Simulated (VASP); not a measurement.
A run of VASP 6.6.1 is set up as follows.

File INCAR:

```
SYSTEM = EuS
ALGO     = Normal         ! electronic algorithm
EDIFF    = 1E-6           ! SCF threshold, eV
ENCUT    = 600            ! plane-wave cutoff, eV
GGA      = PE             ! functional
GGA_COMPAT= .False.      
ISIF     = 2              ! what is computed and relaxed
ISMEAR   = -1             ! smearing method
ISPIN    = 2              ! spin polarisation
LASPH    = .True.         ! aspherical terms in the spheres
LCHARG   = .False.        ! write CHGCAR
LDAU     = .True.         ! DFT+U
LDAUJ    = 0 0          
LDAUL    = 3 -1           ! shell
LDAUPRINT= 1            
LDAUTYPE = 2            
LDAUU    = 3 0            ! U, eV
LMAXMIX  = 6              ! l up to which the mixer works
LORBIT   = 11             ! projections on sites
LREAL    = .False.        ! projectors in reciprocal space
LWAVE    = .False.        ! write WAVECAR
MAGMOM   = 9.1 0          ! initial moments
NBANDS   = 22             ! bands
NELM     = 200            ! most SCF steps
PREC     = Accurate       ! precision mode
SIGMA    = 0.1            ! smearing width, eV
```

KPOINTS

```
k-points
0
Gamma
  10 10 10
  0 0 0
```

The input POSCAR:

```
EuS
1.0
    4.2122350000      0.0000000000      0.0000000000
    2.1061175000      3.6479025167      0.0000000000
    2.1061175000      1.2159675056      3.4392754756
Eu S
1 1
Direct
    0.0000000000      0.0000000000      0.0000000000
    0.5000000000      0.5000000000      0.5000000000
```

Potentials or basis: VASP PAW PBE potentials, release 64 (Eu, S).

Command:

```console
$ cat potpaw_PBE.64/Eu/POTCAR potpaw_PBE.64/S/POTCAR > POTCAR
$ mpirun -np 1 vasp_std > vasp.out
```

Question: Estimate the site moments.

Answer: Eu +6.67; S -0.07 μB.

Question: Predict the net moment.

Answer: 7.00 μB per cell.

Question: Estimate the pressure.

Answer: -0.6 GPa.

Eigenvalues of the final occupation matrices:
```tsv
site	spin	trace	eigenvalues
site 1 f	1	6.75	0.96 0.96 0.96 0.97 0.97 0.97 0.97
site 1 f	2	0.01	0.00 0.00 0.00 0.00 0.00 0.00 0.00
```

Caveat: spin-orbit coupling is left out, which moves the levels of the heavy elements; a cell with one magnetic atom can't hold antiferromagnetic order, which such compounds often take. The state reached can hang on the start; a lower one may exist.

**Measured values to compare with.**

“Crystal-field mediated electronic transitions of EuS up to 35 GPa”, 2022, pmc:8786971 reports, for a powder of EuS at 300 K: band gap 1.72 eV (optical).

A measured gap of EuS is 1.72 eV (optical; 300 K; powder; “Crystal-field mediated electronic transitions of EuS up to 35 GPa”, 2022, pmc:8786971); the calculated 0.00 eV misses it by -1.72 eV. So large a miss can be the level of theory's own, or it may mean another phase, state or a wrong row. Spin-orbit coupling on Eu is left out. The value is that of PBE+U on a finite k mesh, which can miss the band edges, without temperature or zero-point motion. The run's magnetic order (collinear spin, ferromagnetic start) needn't be the measured crystal's.
